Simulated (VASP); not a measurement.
Wanted: the native input for a VASP 6.6.1 run.

```
Task                   : single point
Functional             : LDA
Potentials or basis    : VASP PAW LDA potentials, release 64 (Ti_sv, B)
Cutoff                 : 520 eV
k mesh                 : 11 × 11 × 9
Occupations            : fermi-dirac, width 0.1 eV
Spin                   : no spin polarisation
Dipole correction      : no
Further INCAR settings : ALGO = Normal; EDIFF = 1e-07; NBANDS = 16
```

The structure of TiB2 lies in POSCAR:

```
TiB2
1.0
    2.9673622405      0.0000000000      0.0000000000
   -1.4836811203      2.5698110794      0.0000000000
    0.0000000000      0.0000000000      3.1624957934
Ti B
1 2
Direct
    0.0000000000      0.0000000000      0.0000000000
    0.3333333333      0.6666666667      0.5000000000
    0.6666666667      0.3333333333      0.5000000000
```

These files were run (other wordings do the same):

INCAR

```
PREC = Accurate
ENCUT = 520
EDIFF = 1E-7
ISMEAR = -1
SIGMA = 0.1
LREAL = F
LASPH = T
NELM = 80
ALGO = Normal
ISIF = 2
LWAVE = F
LCHARG = F
NBANDS = 16
```

KPOINTS

```
regular mesh
0
Gamma
  11 11 9
```

Potentials or basis: VASP PAW LDA potentials, release 64 (Ti_sv, B).

The run is started by

```bash
$ cat potpaw_LDA.64/Ti_sv/POTCAR potpaw_LDA.64/B/POTCAR > POTCAR
$ mpirun -np 1 vasp_std > vasp.out
```

Results of the run:

* Pressure: 5.9 GPa
* Band gap on the k mesh: zero (band 9 reaches 10.83 eV, above the bottom of band 10 at 10.33 eV)

It took 49 s on 1 thread of AMD EPYC 7R13 (shared host), peak memory 0.12 GiB.
